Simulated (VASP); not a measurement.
Ga4AsP3, 16 atoms in the cell. The typed cell holds 16 atoms: a = 7.745 Å, b = 6.707 Å, c = 6.379 Å, α = 90.00°, β = 90.00°, γ = 90.00°. 

- Program: VASP 6.6.1
- Task: single point
- Functional: PBEsol
- Potentials or basis: VASP PAW PBE potentials, release 64 (Ga_d, P, As)
- Cutoff: 520 eV
- k mesh: 1 × 1 × 2
- Occupations: fermi-dirac, width 0.05 eV
- Spin: no spin polarisation
- Dipole correction: no
- Further INCAR settings: LREAL = Auto; ALGO = Normal; EDIFF = 1e-06; NBANDS = 86

Potentials or basis: VASP PAW PBE potentials, release 64 (Ga_d, P, As).

Launch:

```bash
$ cat potpaw_PBE.64/Ga_d/POTCAR potpaw_PBE.64/P/POTCAR potpaw_PBE.64/As/POTCAR > POTCAR
$ mpirun -np 1 vasp_std > vasp.out
```

Hardware: 1 thread of Intel Xeon 8259CL (shared host).

Question: Estimate the wall time of this run.

Answer: Run time: 2.7 min on 1 thread of Intel Xeon 8259CL, on a shared host, peak memory 0.37 GiB. Counts: scf iterations 16, k points 2.
